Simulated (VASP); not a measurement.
# Ta11Si24 (a cell with a defect) in VASP: single point with LDA

Aim: the single point of Ta11Si24 (a cell with a defect) with LDA.

All numbers are computed with VASP 6.6.1; they aren't measurements. Logs are shortened: lines on timing, memory, paths and dates and some standing lists are left out, and cuts for length are marked.

**1. The cell of the first run**

The cell holds a defect, 35 atoms: a = 8.120 Å, b = 8.120 Å, c = 9.560 Å, α = 72.88°, β = 72.88°, γ = 61.30°.

**2. Single point, LDA**

The input, INCAR:

```
SYSTEM = Ta11Si24
PREC = Accurate
ENCUT = 520
EDIFF = 1E-7
ISMEAR = 0
SIGMA = 0.02
LREAL = Auto
LASPH = .TRUE.
NELM = 80
ALGO = Normal
ISIF = 2
LWAVE = .FALSE.
LCHARG = .FALSE.
NBANDS = 132
NELECT = 218.0
```

The input, KPOINTS:

```
regular mesh
0
G
  2 2 1
  0 0 0
```

The input, POSCAR:

```
Ta11Si24
1.0
   -2.3900000000      4.1396010000      6.5640000000
    4.7800000000      0.0000000000      6.5640000000
    4.7800000000      8.2792030000      0.0000000000
Ta Si
11 24
Direct
   -0.0052428873      0.5065267082     -0.0041784866
    0.4203654551      0.4103350324      0.0410355612
    0.0014071501      0.4966594252      0.4966619323
    0.4198722192      0.4112464585      0.5438172662
    0.3342461679      0.8321014859      0.5800312215
    0.3938639075     -0.0606285327      0.1663274321
    0.9233085323      0.9133261417      0.2918509277
    0.8271780839      0.3389005267      0.3370998123
    0.5015203820     -0.0005953363      0.7528906738
    0.9224460584      0.9138178050      0.7890669397
    0.8370587496      0.3321815002      0.8362612637
    0.3172389592      0.2049619854      0.9608512181
    0.0983820115      0.7473739300      0.0458187493
    0.1287038273      0.0164558314      0.3720785090
    0.1710291017      0.3205568215      0.2441652608
    0.7419627275      0.0760211239      0.0540409930
    0.0130570964      0.1626799542      0.0887695145
    0.3363546406      0.1652698261      0.4915608415
    0.0762407578      0.7464342879      0.5470409027
    0.1683848703     -0.0027488252      0.8413734779
    0.1665170981      0.3293224814      0.7412502936
    0.7566963718      0.0756200511      0.5427160009
    0.0044045836      0.1671459953      0.5916569241
    0.8270037572      0.6741414286      0.2395566843
    0.5861849041      0.2353583622      0.2871286505
    0.6649710361      0.5066555635      0.5918573604
    0.6702049110      0.8348525235      0.5010530700
    0.2576283936      0.5915819964      0.2789213218
    0.5130214835      0.6485537755      0.3474249579
    0.8269997665      0.6686845724      0.7410443904
    0.5872318083      0.2574173385      0.7859002393
    0.6595543751      0.5066695737      0.0933120071
    0.6851076539      0.8206540767     -0.0145081996
    0.2580431542      0.5769641584      0.7902287576
    0.4988417369      0.6633995794      0.8318861426
```

Potentials or basis: VASP PAW LDA potentials, release 64 (Ta_pv, Si).

The run is started by

```console
$ cat potpaw_LDA.64/Ta_pv/POTCAR potpaw_LDA.64/Si/POTCAR > POTCAR
$ mpirun -np 1 vasp_std > vasp.out
```

OUTCAR:

```text
SYSTEM = Ta11Si24
   PREC = Accurate
   ENCUT = 520
   EDIFF = 1E-7
   ISMEAR = 0
   LREAL = Auto
   LASPH = .TRUE.
   NELM = 80
   ISIF = 2
   NELECT = 218.0

 ion  position               nearest neighbor table
   1  0.995  0.507  0.996-  33 2.58  12 2.60  32 2.60  34 2.61  17 2.61  13 2.67  24 2.71  15 2.79
                            30 2.80  21 2.84  11 3.18  10 3.19   2 3.29   8 3.30
   2  0.420  0.410  0.041-  12 2.56  15 2.58  35 2.59  32 2.63  16 2.72  28 2.72  25 2.73  13 2.73
                            31 2.75  34 2.75  11 3.23   1 3.29
   3  0.001  0.497  0.497-  23 2.55  19 2.58  26 2.58  28 2.70  21 2.71  30 2.74  18 2.76  27 2.77
                            15 2.82  24 2.85   8 3.18   7 3.23   4 3.27  11 3.27
   4  0.420  0.411  0.544-  29 2.50  21 2.55  18 2.61  26 2.65  31 2.70  34 2.73  22 2.78  19 2.81
                            25 2.85  28 2.87   8 3.19   9 3.21   5 3.25   3 3.27
   5  0.334  0.832  0.580-  18 2.59  34 2.60  14 2.60  27 2.62  19 2.62  29 2.69  26 2.72  23 2.76
                            35 2.77  20 2.85  10 3.21   4 3.25   9 3.29
   6  0.394  0.939  0.166-  12 2.42  14 2.42  29 2.43  33 2.43  17 2.93  15 2.93  32 3.28  24 3.28
                            28 3.30  16 3.30
   7  0.923  0.913  0.292-  14 2.56  17 2.58  27 2.59  24 2.63  28 2.72  16 2.72  13 2.73  25 2.73
                            19 2.75  22 2.75   3 3.23   8 3.29
   8  0.827  0.339  0.337-  29 2.58  14 2.60  24 2.60  22 2.61  15 2.61  25 2.67  32 2.71  17 2.79
                            26 2.80  23 2.84   3 3.18   4 3.19   7 3.29   1 3.30
   9  0.502  0.999  0.753-  20 2.59  22 2.60  12 2.60  35 2.62  31 2.63  33 2.69  30 2.72  21 2.76
                            27 2.77  18 2.85   4 3.21  10 3.25   5 3.29
  10  0.922  0.914  0.789-  33 2.50  23 2.55  20 2.60  30 2.65  19 2.70  22 2.73  34 2.78  31 2.81
                            13 2.85  16 2.87   1 3.19   5 3.21   9 3.25  11 3.27
  11  0.837  0.332  0.836-  21 2.55  31 2.58  30 2.58  16 2.70  23 2.71  26 2.74  20 2.76  35 2.77
                            17 2.82  32 2.85   1 3.18   2 3.23  10 3.27   3 3.27
  12  0.317  0.205  0.961-   6 2.42  21 2.45  31 2.47  17 2.55   2 2.56   1 2.60   9 2.60  15 2.86
                            34 2.86  20 3.08  33 3.12
  13  0.098  0.747  0.046-  20 2.53  28 2.59  24 2.62   1 2.67   7 2.73   2 2.73  34 2.82  16 2.84
                            10 2.85
  14  0.129  0.016  0.372-   6 2.42  23 2.45  19 2.47  15 2.55   7 2.56   8 2.60   5 2.60  17 2.86
                            22 2.86  18 3.08  29 3.12
  15  0.171  0.321  0.244-  14 2.55   2 2.58   8 2.61  18 2.73  28 2.74   1 2.79   3 2.82  12 2.86
                            24 2.89   6 2.93  17 3.05
  16  0.742  0.076  0.054-  25 2.59  33 2.62  11 2.70   2 2.72   7 2.72  17 2.74  13 2.84  31 2.87
                            10 2.87  24 3.07   6 3.30
  17  0.013  0.163  0.089-  12 2.55   7 2.58   1 2.61  20 2.73  16 2.74   8 2.79  11 2.82  14 2.86
                            32 2.89   6 2.93  15 3.05
  18  0.336  0.165  0.492-  25 2.53  23 2.58   5 2.59   4 2.61  15 2.73  21 2.75  27 2.75   3 2.76
[... 21 lines left out ...]
  29  0.513  0.649  0.347-   6 2.43   4 2.50  24 2.54   8 2.58  28 2.62  26 2.66   5 2.69  32 2.70
                            14 3.12
  30  0.827  0.669  0.741-  19 2.50  35 2.57  11 2.58  27 2.64  10 2.65  33 2.66   9 2.72   3 2.74
                             1 2.80  21 2.81  26 3.06
  31  0.587  0.257  0.786-  12 2.47  26 2.50  11 2.58   9 2.63  34 2.69   4 2.70   2 2.75  22 2.77
                            10 2.81  16 2.87
  32  0.660  0.507  0.093-  33 2.54   1 2.60  25 2.62   2 2.63  29 2.70   8 2.71  35 2.83  11 2.85
                            17 2.89  28 3.07  24 3.11   6 3.28
  33  0.685  0.821  0.985-   6 2.43  10 2.50  32 2.54   1 2.58  16 2.62  30 2.66   9 2.69  24 2.70
                            12 3.12
  34  0.258  0.577  0.790-  35 2.53   5 2.60   1 2.61  21 2.65  31 2.69   4 2.73   2 2.75  19 2.77
                            10 2.78  13 2.82  12 2.86
  35  0.499  0.663  0.832-  34 2.53  30 2.57   2 2.59   9 2.62  26 2.64  20 2.75   5 2.77  11 2.77
                            32 2.83

  LATTYP: Found a base centered monoclinic cell.
 ALAT       =    13.9711409856
 B/A-ratio  =     0.5925931643
 C/A-ratio  =     0.6842676723
 COS(beta)  =    -0.3421338051

  Lattice vectors:

 A1 = (   2.3900000000,  -4.1396010000,  -6.5640000000)
 A2 = (  -4.7800000000,   0.0000000000,  -6.5640000000)
 A3 = (   4.7800000000,   8.2792030000,   0.0000000000)

Analysis of symmetry for initial positions (statically):
=====================================================================
 Subroutine PRICEL returns:
 Original cell was already a primitive cell.

 Routine SETGRP: Setting up the symmetry group for a
 base centered monoclinic supercell.

 Subroutine GETGRP returns: Found  1 space group operations
 (whereof  1 operations were pure point group operations)
 out of a pool of  4 trial point group operations.

The static configuration has the point symmetry C_1 .

[... 141 lines left out ...]
|        whereas your k-lattice is face-centered orthorhombic.                |
|                                                                             |
|     Results are often still useful ...                                      |
|                                                                             |
 -----------------------------------------------------------------------------

 Subroutine IBZKPT returns following result:
 ===========================================

 Found      4 irreducible k-points:

 Following reciprocal coordinates:
            Coordinates               Weight
  0.000000  0.000000  0.000000      1.000000
  0.500000  0.000000  0.000000      1.000000
  0.000000  0.500000 -0.000000      1.000000
  0.500000  0.500000  0.000000      1.000000
   k-points           NKPTS =      4   k-points in BZ     NKDIM =      4   number of bands    NBANDS=    132
   number of dos      NEDOS =    301   number of ions     NIONS =     35
   total plane-waves  NPLWV = 259200
   dimension x,y,z NGX =    60 NGY =   60 NGZ =   72
   dimension x,y,z NGXF=   120 NGYF=  120 NGZF=  144
   ions per type =              11  24
   NGX,Y,Z   is equivalent  to a cutoff of  12.28, 12.28, 12.52 a.u.
   NGXF,Y,Z  is equivalent  to a cutoff of  24.57, 24.57, 25.04 a.u.
 SYSTEM =  Ta11Si24
   PREC   = accura    normal or accurate (medium, high low for compatibility)
   ISTART =      0    job   : 0-new  1-cont  2-samecut
   ICHARG =      2    charge: 1-file 2-atom 10-const
   ISPIN  =      1    spin polarized calculation?
   LNONCOLLINEAR =      F non collinear calculations
   LSORBIT =      F    spin-orbit coupling
   LASPH  =      T    aspherical Exc in radial PAW
   ENCUT  =  520.0 eV  38.22 Ry    6.18 a.u.  15.10 15.10 17.78*2*pi/ulx,y,z
   NELM   =     80;   NELMIN=  2; NELMDL= -5     # of ELM steps
   EDIFF  = 0.1E-06   stopping-criterion for ELM
   LREAL  =      T    real-space projection
   EDIFFG = 0.1E-05   stopping-criterion for IOM
   NSW    =      0    number of steps for IOM
   IBRION =     -1    ionic relax: 0-MD 1-quasi-New 2-CG
   NFREE  =      0    steps in history (QN), initial steepest desc. (CG)
   ISIF   =      2    stress and relaxation
   ISYM   =      2    0-nonsym 1-usesym 2-fastsym
   POTIM  = 0.5000    time-step for ionic-motion
   TEBEG  =    0.0;   TEEND  =   0.0 temperature during run
   PSTRESS=    0.0 pullay stress
   NELECT =     218.0000    total number of electrons
   NUPDOWN=      -1.0000    fix difference up-down
   EMIN   =  10.00;   EMAX   =-10.00  energy-range for DOS
   EFERMI =   0.00;   METHOD = LEGACY
   ISMEAR =     0;   SIGMA  =   0.02  broadening in eV -4-tet -1-fermi 0-gaus
   EFERMI_NEDOS =   21; number of points for ismear=-14 and -15
   IALGO  =     38    algorithm
   IMIX   =      4    mixing-type and parameters
     AMIX     =   0.40;   BMIX     =  1.00
     AMIX_MAG =   1.60;   BMIX_MAG =  1.00
  volume/ion in A,a.u.               =      14.84       100.17
  Fermi-wavevector in a.u.,A,eV,Ry     =   1.225619  2.316083 20.437868  1.502141
  Thomas-Fermi vector in A             =   2.360650
   LORBIT       =      0    0 simple, 1 ext, 2 COOP (PROOUT), +10 PAW based schemes
   GGA     = CA    functional components
   LHFCALC =     F    Hartree Fock is set to
   AEXX    =    0.0000 exact exchange contribution
   IVDW    =     0    specifies the selected vdW correction
   LEPSILON=     F    determine dielectric tensor
   LRPA    =     F    only Hartree local field effects (RPA)
 non-spin polarized calculation
 Gauss-broadening in eV      SIGMA  =   0.02
  energy-cutoff  :      520.00
  volume of cell :      519.54
 maximum number of plane-waves:     14043
   NGX = 31   NGY = 31   NGZ = 35

 number of electron     218.0000003 magnetization

 Free energy of the ion-electron system (eV)
  ---------------------------------------------------
  ext. energy  EPLUGINS =         0.00000000
  ---------------------------------------------------
  free energy    TOTEN  =      -286.44335921 eV

  energy without entropy =     -286.44289861  energy(sigma->0) =     -286.44312891

 E-fermi :   9.0290     XC(G=0): -11.9992

 val. band max:        8.9932226145   @ k =   0.0000   0.5000  -0.0000
 cond. band min:       9.0609961511   @ k =   0.0000   0.0000   0.0000
 fundamental gap:      0.0677735366
 Fermi energy:         9.0290154158

 k-point     1 :       0.0000    0.0000    0.0000
  band No.  band energies     occupation
      1     -25.3819      2.00000
      2     -25.3111      2.00000
      3     -25.2784      2.00000
      4     -25.2251      2.00000
      5     -25.2109      2.00000
      6     -25.1914      2.00000
[... 485 lines left out ...]
    120      10.5821      0.00000
    121      10.8034      0.00000
 [bands above 121 left out]

------------------------ aborting loop because EDIFF is reached ----------------------------------------

  FORCE on cell =-STRESS in cart. coord.  units (eV):
  Direction    XX          YY          ZZ          XY          YZ          ZX
  --------------------------------------------------------------------------------------
  -------------------------------------------------------------------------------------
  Total        4.2602963     -3.1748869      8.2327430     -6.3960105     -2.9473869     -1.7050797
  in kB       13.1381861     -9.7909281     25.3886822    -19.7244438     -9.0893484     -5.2582385
  external PRESSURE =       9.5786467 kB  Pullay stress =       0.0000000 kB

 VOLUME and BASIS-vectors are now :
 -----------------------------------------------------------------------------
  energy-cutoff  :      520.00
  volume of cell :      519.54
      direct lattice vectors                 reciprocal lattice vectors
    -2.390000000  4.139601000  6.564000000    -0.104602514  0.060392288  0.076173068
     4.780000000  0.000000000  6.564000000     0.104602514 -0.060392288  0.076173063
     4.780000000  8.279203000  0.000000000     0.052301250  0.090588433 -0.038086529

 POSITION                                       TOTAL-FORCE (eV/Angst)
 -----------------------------------------------------------------------------------
      4.80375     12.36251      9.85443        -0.002801      0.004407      0.005183
      1.15288      2.07989      5.45272        -0.004819      0.012627     -0.025888
      4.74471      4.11779      3.26931        -0.010130      0.020516      0.013629
      3.56171      6.24048      5.45546        -0.001634      0.003858     -0.006877
      5.95115      6.18584      7.65591        -0.002868     -0.009107      0.010318
      4.34391      3.00750      8.75136         0.004563     -0.007984     -0.009783
[... 27 lines left out ...]
      5.91846      7.61066      5.48099        -0.010508      0.009828     -0.008362
      5.95523      8.95236      7.62895        -0.004789      0.003320      0.002981
 -----------------------------------------------------------------------------------
    total drift:                                0.005407     -0.000332      0.000448

  FREE ENERGIE OF THE ION-ELECTRON SYSTEM (eV)
  ---------------------------------------------------
  free  energy   TOTEN  =      -286.4433592130 eV

  energy  without entropy=     -286.4428986057  energy(sigma->0) =     -286.44312891
```

Wall time 13 min (1 thread of Intel Xeon Platinum 8488C (Sapphire Rapids), shared host); peak memory 0.49 GiB.

Results:

```
Free energy   : -286.4434 eV
Largest force : 0.035 eV/Å
```

Forces on the atoms (eV/Å):
```
Ta  -0.003  0.004  0.005
Ta  -0.005  0.013 -0.026
Ta  -0.010  0.021  0.014
Ta  -0.002  0.004 -0.007
Ta  -0.003 -0.009  0.010
Ta   0.005 -0.008 -0.010
Ta  -0.016  0.003  0.028
Ta  -0.003 -0.001 -0.007
Ta   0.006  0.009 -0.007
Ta  -0.002  0.002  0.002
Ta  -0.015 -0.001 -0.012
Si   0.011 -0.014  0.030
Si   0.003 -0.005  0.002
Si   0.022 -0.004 -0.027
Si   0.007  0.017  0.000
Si  -0.016  0.002 -0.010
Si  -0.010 -0.018 -0.005
Si  -0.006 -0.021 -0.013
Si   0.003 -0.006 -0.003
Si   0.017  0.015  0.016
Si   0.009  0.008 -0.017
Si  -0.015  0.004  0.009
Si  -0.002 -0.014  0.016
Si   0.011 -0.014  0.011
Si   0.003 -0.002 -0.003
Si   0.011 -0.006 -0.005
Si  -0.006  0.001 -0.001
Si  -0.008  0.013  0.016
Si  -0.013 -0.015  0.021
Si   0.013 -0.007  0.005
Si   0.002 -0.003  0.002
Si   0.020 -0.001 -0.011
Si   0.008  0.021 -0.017
Si  -0.011  0.010 -0.008
Si  -0.005  0.003  0.003
```

Caveat: the k points lie up to 0.70 Å⁻¹ apart; the cell carries a net charge on a neutralising background, which shifts energy and pressure; the cell is charged against a uniform background, so pressure and absolute levels hang on convention; spin-orbit coupling is left out, which moves the levels of the heavy elements.
